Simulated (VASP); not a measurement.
# ScGaN (P-6m2) in VASP: notebook

ScGaN is run at these levels: PBE; tasks: single point, relaxation of cell and atoms.

All numbers are computed with VASP 6.6.1; they aren't measurements. Logs are shortened: lines on timing, memory, paths and dates and some standing lists are left out, and cuts for length are marked.

## 1. The cell of the first run

It takes space group P-6m2 (No. 187, hexagonal). Conventional cell: a = 3.406 Å, b = 3.406 Å, c = 5.315 Å, α = 90.00°, β = 90.00°, γ = 120.00°. Sc (site symmetry -6m2) has 3 N at 1.97 Å within 2.6 Å. Within 3.5 Å of Ga (site symmetry -6m2) lie 2 Sc at 2.66 Å and 6 N at 3.31 Å and 6 Ga at 3.41 Å. Within 2.6 Å of N (site symmetry -6m2) lie 3 Sc at 1.97 Å.

## 2. Single point, PBE

Contents of INCAR:

```
SYSTEM = ScGaN
  ALGO = Normal
  EDIFF = 1E-6
  ENCUT = 520
  GGA = PE
  ISIF = 2
  ISMEAR = 0
  LASPH = .TRUE.
  LCHARG = .TRUE.
  LELF = .TRUE.
  LREAL = .FALSE.
  LVHAR = .TRUE.
  LWAVE = .FALSE.
  NBANDS = 22
  NELM = 80
  PREC = Accurate
  SIGMA = 0.1
```

Contents of KPOINTS:

```
k-points
0
G
  6 6 4
  0 0 0
```

Contents of POSCAR:

```
ScGaN
1.0
    3.4060332800      0.0000000000      0.0000000000
   -1.7030166400      2.9497113400      0.0000000000
    0.0000000000      0.0000000000      5.3150962700
Sc Ga N
1 1 1
Direct
    0.6666666700      0.3333333300      0.0000000000
    0.6666666700      0.3333333300      0.5000000000
    0.0000000000      0.0000000000      0.0000000000
```

Potentials or basis: VASP PAW PBE potentials, release 64 (Sc_sv, Ga_d, N).

Run with:

```
> cat potpaw_PBE.64/Sc_sv/POTCAR potpaw_PBE.64/Ga_d/POTCAR potpaw_PBE.64/N/POTCAR > POTCAR
> mpirun -np 1 vasp_std > vasp.out
```

OUTCAR:

```text
SYSTEM = ScGaN
   EDIFF = 1E-6
   ENCUT = 520
   GGA = PE
   ISIF = 2
   ISMEAR = 0
   LASPH = .TRUE.
   LREAL = .FALSE.
   NELM = 80
   PREC = Accurate

 ion  position               nearest neighbor table
   1  0.667  0.333  0.000-   3 1.97   3 1.97   3 1.97   2 2.66   2 2.66
   2  0.667  0.333  0.500-   1 2.66   1 2.66
   3  0.000  0.000  0.000-   1 1.97   1 1.97   1 1.97

  LATTYP: Found a hexagonal cell.
 ALAT       =     3.4060332800
 C/A-ratio  =     1.5604945205

  Lattice vectors:

 A1 = (   3.4060332800,   0.0000000000,   0.0000000000)
 A2 = (  -1.7030166400,   2.9497113400,   0.0000000000)
 A3 = (   0.0000000000,   0.0000000000,   5.3150962700)

Analysis of symmetry for initial positions (statically):
=====================================================================
 Subroutine PRICEL returns:
 Original cell was already a primitive cell.

 Routine SETGRP: Setting up the symmetry group for a
 hexagonal supercell.

 Subroutine GETGRP returns: Found 12 space group operations
 (whereof 12 operations were pure point group operations)
 out of a pool of 24 trial point group operations.

The static configuration has the point symmetry D_3h.

Analysis of symmetry for dynamics (positions and initial velocities):
=====================================================================
 Subroutine PRICEL returns:
 Original cell was already a primitive cell.

 Routine SETGRP: Setting up the symmetry group for a
 hexagonal supercell.

 Subroutine GETGRP returns: Found 12 space group operations
 (whereof 12 operations were pure point group operations)
 out of a pool of 24 trial point group operations.

The dynamic configuration has the point symmetry D_3h.

 Subroutine INISYM returns: Found 12 space group operations
 (whereof 12 operations are pure point group operations),
 and found     1 'primitive' translations

----------------------------------------------------------------------------------------

                                     Primitive cell

  volume of cell :      53.3998

  direct lattice vectors                    reciprocal lattice vectors
     3.406033280  0.000000000  0.000000000     0.293596662  0.169508112  0.000000000
    -1.703016640  2.949711340  0.000000000     0.000000000  0.339016224  0.000000000
     0.000000000  0.000000000  5.315096270     0.000000000  0.000000000  0.188143347

  length of vectors
     3.406033280  3.406033274  5.315096270     0.339016223  0.339016224  0.188143347

  position of ions in fractional coordinates (direct lattice)
     0.666666670  0.333333330  0.000000000
     0.666666670  0.333333330  0.500000000
     0.000000000  0.000000000  0.000000000

  ion indices of the primitive-cell ions
   primitive index   ion index
                 1           1
                 2           2
                 3           3

----------------------------------------------------------------------------------------

 KPOINTS: k-points

Automatic generation of k-mesh.
 Grid dimensions read from file:
 generate k-points for:    6    6    4

 Generating k-lattice:

  Cartesian coordinates                     Fractional coordinates (reciprocal lattice)
     0.048932777  0.028251352  0.000000000     0.166666667  0.000000000  0.000000000
     0.000000000  0.056502704  0.000000000     0.000000000  0.166666667  0.000000000
     0.000000000  0.000000000  0.047035837     0.000000000  0.000000000  0.250000000

  Length of vectors
     0.056502704  0.056502704  0.047035837

  Shift w.r.t. Gamma in fractional coordinates (k-lattice)
     0.000000000  0.000000000  0.000000000

 Subroutine IBZKPT returns following result:
 ===========================================

 Found     21 irreducible k-points:

 Following reciprocal coordinates:
            Coordinates               Weight
  0.000000  0.000000  0.000000      1.000000
  0.166667 -0.000000  0.000000      6.000000
  0.333333 -0.000000  0.000000      6.000000
  0.500000 -0.000000  0.000000      3.000000
  0.166667  0.166667  0.000000      6.000000
  0.333333  0.166667  0.000000     12.000000
[... 13 lines left out ...]
  0.333333  0.166667  0.500000     12.000000
  0.333333  0.333333  0.500000      2.000000
   k-points           NKPTS =     21   k-points in BZ     NKDIM =     21   number of bands    NBANDS=     22
   number of dos      NEDOS =    301   number of ions     NIONS =      3
   total plane-waves  NPLWV =  31360
   dimension x,y,z NGX =    28 NGY =   28 NGZ =   40
   dimension x,y,z NGXF=    56 NGYF=   56 NGZF=   80
   ions per type =               1   1   1
   NGX,Y,Z   is equivalent  to a cutoff of  13.67, 13.67, 12.51 a.u.
   NGXF,Y,Z  is equivalent  to a cutoff of  27.33, 27.33, 25.02 a.u.
 SYSTEM =  ScGaN
   PREC   = accura    normal or accurate (medium, high low for compatibility)
   ISTART =      0    job   : 0-new  1-cont  2-samecut
   ICHARG =      2    charge: 1-file 2-atom 10-const
   ISPIN  =      1    spin polarized calculation?
   LNONCOLLINEAR =      F non collinear calculations
   LSORBIT =      F    spin-orbit coupling
   LASPH  =      T    aspherical Exc in radial PAW
   ENCUT  =  520.0 eV  38.22 Ry    6.18 a.u.   6.33  6.33  9.88*2*pi/ulx,y,z
   NELM   =     80;   NELMIN=  2; NELMDL= -5     # of ELM steps
   EDIFF  = 0.1E-05   stopping-criterion for ELM
   LREAL  =      F    real-space projection
   EDIFFG = 0.1E-04   stopping-criterion for IOM
   NSW    =      0    number of steps for IOM
   IBRION =     -1    ionic relax: 0-MD 1-quasi-New 2-CG
   NFREE  =      0    steps in history (QN), initial steepest desc. (CG)
   ISIF   =      2    stress and relaxation
   ISYM   =      2    0-nonsym 1-usesym 2-fastsym
   POTIM  = 0.5000    time-step for ionic-motion
   TEBEG  =    0.0;   TEEND  =   0.0 temperature during run
   PSTRESS=    0.0 pullay stress
   NELECT =      29.0000    total number of electrons
   NUPDOWN=      -1.0000    fix difference up-down
   EMIN   =  10.00;   EMAX   =-10.00  energy-range for DOS
   EFERMI =   0.00;   METHOD = LEGACY
   ISMEAR =     0;   SIGMA  =   0.10  broadening in eV -4-tet -1-fermi 0-gaus
   EFERMI_NEDOS =   21; number of points for ismear=-14 and -15
   IALGO  =     38    algorithm
   IMIX   =      4    mixing-type and parameters
     AMIX     =   0.40;   BMIX     =  1.00
     AMIX_MAG =   1.60;   BMIX_MAG =  1.00
  volume/ion in A,a.u.               =      17.80       120.12
  Fermi-wavevector in a.u.,A,eV,Ry     =   1.335655  2.524022 24.272446  1.783974
  Thomas-Fermi vector in A             =   2.464342
   LORBIT       =      0    0 simple, 1 ext, 2 COOP (PROOUT), +10 PAW based schemes
   GGA     = PE    functional components
   LHFCALC =     F    Hartree Fock is set to
   AEXX    =    0.0000 exact exchange contribution
   IVDW    =     0    specifies the selected vdW correction
   LEPSILON=     F    determine dielectric tensor
   LRPA    =     F    only Hartree local field effects (RPA)
 non-spin polarized calculation
 Gauss-broadening in eV      SIGMA  =   0.10
  energy-cutoff  :      520.00
  volume of cell :       53.40
 maximum number of plane-waves:      1464
 NGX is ok and might be reduce to    28
   NGX = 13   NGY = 13   NGZ = 19

 number of electron      29.0000004 magnetization

 Free energy of the ion-electron system (eV)
  ---------------------------------------------------
  ext. energy  EPLUGINS =         0.00000000
  ---------------------------------------------------
  free energy    TOTEN  =       -18.19937908 eV

  energy without entropy =      -18.18604853  energy(sigma->0) =      -18.19271381

 E-fermi :   3.5621     XC(G=0): -10.0822

 val. band max:        3.5552516096   @ k =   0.3333   0.1667   0.2500
 cond. band min:       3.6786048974   @ k =   0.3333   0.3333   0.0000
 fundamental gap:      0.1233532878
 Fermi energy:         3.5620925910

 k-point     1 :       0.0000    0.0000    0.0000
  band No.  band energies     occupation
      1     -44.0507      2.00000
      2     -23.0447      2.00000
      3     -22.6052      2.00000
      4     -22.6052      2.00000
      5     -11.6970      2.00000
      6     -11.5988      2.00000
[... 14 lines left out ...]
     21      10.5484      0.00000
     22      13.0468      0.00000

 k-point     2 :       0.1667   -0.0000    0.0000
  band No.  band energies     occupation
      1     -44.0416      2.00000
      2     -23.0342      2.00000
      3     -22.7201      2.00000
      4     -22.6284      2.00000
      5     -11.6878      2.00000
      6     -11.6020      2.00000
[... 14 lines left out ...]
     21      10.6189      0.00000
     22      12.0208      0.00000

 k-point     3 :       0.3333   -0.0000    0.0000
  band No.  band energies     occupation
      1     -44.0232      2.00000
      2     -23.0129      2.00000
      3     -22.9403      2.00000
      4     -22.6742      2.00000
      5     -11.6748      2.00000
      6     -11.6204      2.00000
[... 14 lines left out ...]
     21       9.5309      0.00000
     22      10.7365      0.00000

 k-point     4 :       0.5000   -0.0000    0.0000
  band No.  band energies     occupation
      1     -44.0139      2.00000
      2     -23.0461      2.00000
      3     -23.0023      2.00000
      4     -22.6970      2.00000
      5     -11.6717      2.00000
      6     -11.6309      2.00000
[... 14 lines left out ...]
     21       8.9504      0.00000
     22       9.9013      0.00000

 k-point     5 :       0.1667    0.1667    0.0000
  band No.  band energies     occupation
      1     -44.0278      2.00000
      2     -23.0182      2.00000
      3     -22.8692      2.00000
      4     -22.6808      2.00000
      5     -11.6747      2.00000
      6     -11.6130      2.00000
[... 342 lines left out ...]
 k-point    19 :       0.1667    0.1667    0.5000
  band No.  band energies     occupation
      1     -44.0276      2.00000
      2     -23.0277      2.00000
      3     -22.8694      2.00000
      4     -22.6810      2.00000
      5     -11.6441      2.00000
      6     -11.6106      2.00000
[... 14 lines left out ...]
     21      10.5908      0.00000
     22      11.0645      0.00000

 k-point    20 :       0.3333    0.1667    0.5000
  band No.  band energies     occupation
      1     -44.0138      2.00000
      2     -23.0115      2.00000
      3     -23.0024      2.00000
      4     -22.7442      2.00000
      5     -11.6356      2.00000
      6     -11.6223      2.00000
[... 14 lines left out ...]
     21       9.9975      0.00000
     22      11.1422      0.00000

 k-point    21 :       0.3333    0.3333    0.5000
  band No.  band energies     occupation
      1     -44.0092      2.00000
      2     -23.0061      2.00000
      3     -22.9928      2.00000
      4     -22.8208      2.00000
      5     -11.6220      2.00000
      6     -11.6154      2.00000
[... 14 lines left out ...]
     21       9.8652      0.00000
     22      11.9591      0.00000

------------------------ aborting loop because EDIFF is reached ----------------------------------------

  FORCE on cell =-STRESS in cart. coord.  units (eV):
  Direction    XX          YY          ZZ          XY          YZ          ZX
  --------------------------------------------------------------------------------------
  -------------------------------------------------------------------------------------
  Total        3.9312354      3.9312353      5.1998645      0.0000000     -0.0000000      0.0000000
  in kB      117.9505821    117.9505816    156.0138191      0.0000000     -0.0000000      0.0000000
  external PRESSURE =     130.6383276 kB  Pullay stress =       0.0000000 kB

 VOLUME and BASIS-vectors are now :
 -----------------------------------------------------------------------------
  energy-cutoff  :      520.00
  volume of cell :       53.40
      direct lattice vectors                 reciprocal lattice vectors
     3.406033280  0.000000000  0.000000000     0.293596662  0.169508112  0.000000000
    -1.703016640  2.949711340  0.000000000     0.000000000  0.339016224  0.000000000
     0.000000000  0.000000000  5.315096270     0.000000000  0.000000000  0.188143347

 POSITION                                       TOTAL-FORCE (eV/Angst)
 -----------------------------------------------------------------------------------
      1.70302      0.98324      0.00000         0.000000      0.000000      0.000000
      1.70302      0.98324      2.65755        -0.000000      0.000000      0.000000
      0.00000      0.00000      0.00000         0.000000      0.000000      0.000000
 -----------------------------------------------------------------------------------
    total drift:                               -0.000025      0.000015     -0.000000

  FREE ENERGIE OF THE ION-ELECTRON SYSTEM (eV)
  ---------------------------------------------------
  free  energy   TOTEN  =       -18.1993790773 eV

  energy  without entropy=      -18.1860485346  energy(sigma->0) =      -18.19271381
```

Wall time 13 s (1 thread of Intel Xeon 6975P-C (Granite Rapids), shared host); peak memory 0.18 GiB.

What came out:

* Free energy: -18.1994 eV
* Pressure: 13.1 GPa

## 3. Single point, PBE

This run uses another cell than the first one, of 22.19 Å³/atom, 1.246 times its volume.

Contents of INCAR:

```
SYSTEM = ScGaN
ALGO     = Normal         ! electronic algorithm
EDIFF    = 1E-6           ! SCF threshold, eV
ENCUT    = 520            ! plane-wave cutoff, eV
GGA      = PE             ! functional
ISIF     = 2              ! what is computed and relaxed
ISMEAR   = 0              ! smearing method
LASPH    = .True.         ! aspherical terms in the spheres
LCHARG   = .False.        ! write CHGCAR
LREAL    = .False.        ! projectors in reciprocal space
LWAVE    = .False.        ! write WAVECAR
NBANDS   = 22             ! bands
NELM     = 100            ! most SCF steps
PREC     = Accurate       ! precision mode
SIGMA    = 0.1            ! smearing width, eV
```

Contents of KPOINTS:

```
k-points
0
Gamma
  6 6 4
  0 0 0
```

Contents of POSCAR:

```
ScGaN
1.0
    3.4797125900      0.0000000000      0.0000000000
   -1.7398562950      3.0135195008      0.0000000000
    0.0000000000      0.0000000000      6.3470731714
Sc Ga N
1 1 1
Direct
    0.6666666667      0.3333333333      0.0000000000
    0.6666666667      0.3333333333      0.5000000000
    0.0000000000      0.0000000000      0.0000000000
```

Potentials or basis: VASP PAW PBE potentials, release 64 (Sc_sv, Ga_d, N).

Run with:

```
> cat potpaw_PBE.64/Sc_sv/POTCAR potpaw_PBE.64/Ga_d/POTCAR potpaw_PBE.64/N/POTCAR > POTCAR
> mpirun -np 1 vasp_std > vasp.out
```

It took 16 s on 1 thread of Intel Xeon 6975P-C (Granite Rapids), shared host; peak memory 0.19 GiB.

The run converged. Its results:

| Quantity | Value |
| --- | --- |
| Free energy | -18.6586 eV |
| Pressure | 0.4 GPa |

Stress tensor (GPa, compression positive):
```
0.53 0.00 0.00
0.00 0.53 0.00
0.00 0.00 0.14
```

Levels at points of the mesh, in eV from the Fermi level:
```csv
k point,band 11,band 12,band 13,band 14,band 15,band 16,band 17,band 18
"(0.00, 0.00, 0.00)",-7.11,-2.70,-2.59,-2.59,1.53,2.54,3.75,3.75
"(0.50, 0.00, 0.00)",-4.53,-2.63,-2.11,-1.10,-0.90,1.44,3.20,3.31
"(0.00, 0.00, 0.50)",-7.17,-2.59,-2.59,-1.60,-1.15,3.67,3.67,4.78
"(0.50, 0.00, 0.50)",-4.38,-2.66,-2.57,-0.90,-0.35,0.39,3.03,3.32
```

## 4. Relaxation of cell and atoms, PBE

Contents of INCAR:

```
SYSTEM = ScGaN
PREC = Accurate
ENCUT = 600
EDIFF = 1E-7
ISMEAR = 0
SIGMA = 0.1
LREAL = .FALSE.
LASPH = .TRUE.
NELM = 80
ALGO = Normal
ISIF = 3
LWAVE = .FALSE.
LCHARG = .FALSE.
GGA = PE
IBRION = 2
NSW = 90
EDIFFG = -0.04
```

Contents of KPOINTS:

```
regular mesh
0
G
  6 6 4
  0 0 0
```

Contents of POSCAR:

```
ScGaN
1.0
    3.4060332800      0.0000000000      0.0000000000
   -1.7030166400      2.9497113400      0.0000000000
    0.0000000000      0.0000000000      5.3150962700
Sc Ga N
1 1 1
Direct
    0.6666666700      0.3333333300      0.0000000000
    0.6666666700      0.3333333300      0.5000000000
    0.0000000000      0.0000000000      0.0000000000
```

Run with:

```
> cat potpaw_PBE.64/Sc_sv/POTCAR potpaw_PBE.64/Ga_d/POTCAR potpaw_PBE.64/N/POTCAR > POTCAR
> mpirun -np 1 vasp_std > vasp.out
```

Run time: 78 s. Hardware: 1 thread of Intel Xeon 6975P-C (Granite Rapids), shared host; peak memory 0.2 GiB.

It converged, with:

- Free energy: -18.6517 eV
- Relaxed volume: 22.21 Å³/atom
- Relaxed cell: a = 3.485 Å, b = 3.485 Å, c = 6.335 Å, α = 90.00°, β = 90.00°, γ = 120.00°
- Space group after relaxing (to 0.05 Å): P-6m2 (No. 187)
- Energy gained by relaxing: 150.3 meV/atom
- Ionic steps: 8
- Pressure after relaxing: 0.0 GPa

Stress tensor (GPa, compression positive):
```
 0.07  0.00  0.00
 0.00  0.07  0.00
 0.00  0.00 -0.05
```

The path:
```csv
step,energy change (eV),largest force (eV/Å),pressure (GPa),volume (Å³)
1,0.0000,0.0000,13.04,53.40
2,-0.2902,0.0000,-3.53,65.39
3,-0.3214,0.0000,-0.43,62.11
4,-0.3948,0.0000,0.20,62.88
5,-0.4362,0.0000,1.68,63.69
6,-0.4362,0.0000,2.12,63.85
7,-0.4489,0.0000,-0.67,67.75
8,-0.4510,0.0000,0.03,66.64
```

Final structure:
```cif
data_structure
_symmetry_space_group_name_H-M 'P 1'
_symmetry_Int_Tables_number 1
_cell_length_a 3.4854
_cell_length_b 3.4854
_cell_length_c 6.3346
_cell_angle_alpha 90.000
_cell_angle_beta 90.000
_cell_angle_gamma 120.000
_cell_volume 66.64
loop_
_atom_site_label
_atom_site_type_symbol
_atom_site_fract_x
_atom_site_fract_y
_atom_site_fract_z
_atom_site_occupancy
Sc1 Sc 0.66667 0.33333 0.00000 1
Ga1 Ga 0.66667 0.33333 0.50000 1
N1 N 0.00000 0.00000 0.00000 1
```

Levels at points of the mesh, in eV from the Fermi level:
| k point | band 10 | band 11 | band 12 | band 13 | band 14 | band 15 | band 16 | band 17 | band 18 |
| --- | --- | --- | --- | --- | --- | --- | --- | --- | --- |
| (0.00, 0.00, 0.00) | -12.77 | -7.10 | -2.70 | -2.59 | -2.59 | 1.54 | 2.54 | 3.72 | 3.72 |
| (0.50, 0.00, 0.00) | -11.88 | -4.55 | -2.64 | -2.11 | -1.10 | -0.92 | 1.42 | 3.19 | 3.29 |
| (0.00, 0.00, 0.50) | -12.76 | -7.17 | -2.59 | -2.59 | -1.61 | -1.14 | 3.64 | 3.64 | 4.75 |
| (0.50, 0.00, 0.50) | -11.88 | -4.40 | -2.67 | -2.57 | -0.91 | -0.34 | 0.37 | 3.00 | 3.30 |

Caveat: the volume moved by over 15 % at a fixed basis, so the end points are rough.

## 5. The runs side by side

| task | cell | cutoff (eV) | gap on the mesh (eV) | pressure (GPa) |
| --- | --- | --- | --- | --- |
| single point | a = 3.406, b = 3.406, c = 5.315 Å, angles 90.0, 90.0, 120.0°, 3 atoms | 520 | none | 13.1 |
| single point | a = 3.480, b = 3.480, c = 6.347 Å, angles 90.0, 90.0, 120.0°, 3 atoms | 520 | none | 0.4 |
| relaxation of cell and atoms | relaxed from a = 3.406, b = 3.406, c = 5.315 Å, angles 90.0, 90.0, 120.0°, 3 atoms | 600 | none | 0.0 |

Alike in all rows: level PBE; potentials or basis VASP PAW PBE potentials, release 64 (Sc_sv, Ga_d, N); no spin polarisation; k mesh 6 × 6 × 4; smearing gaussian 0.1 eV.

Caveats: the volume moved by over 15 % at a fixed basis, so the end points are rough (some runs).

Total energies depend on the potentials used, so only differences within one code and one set of settings carry meaning.
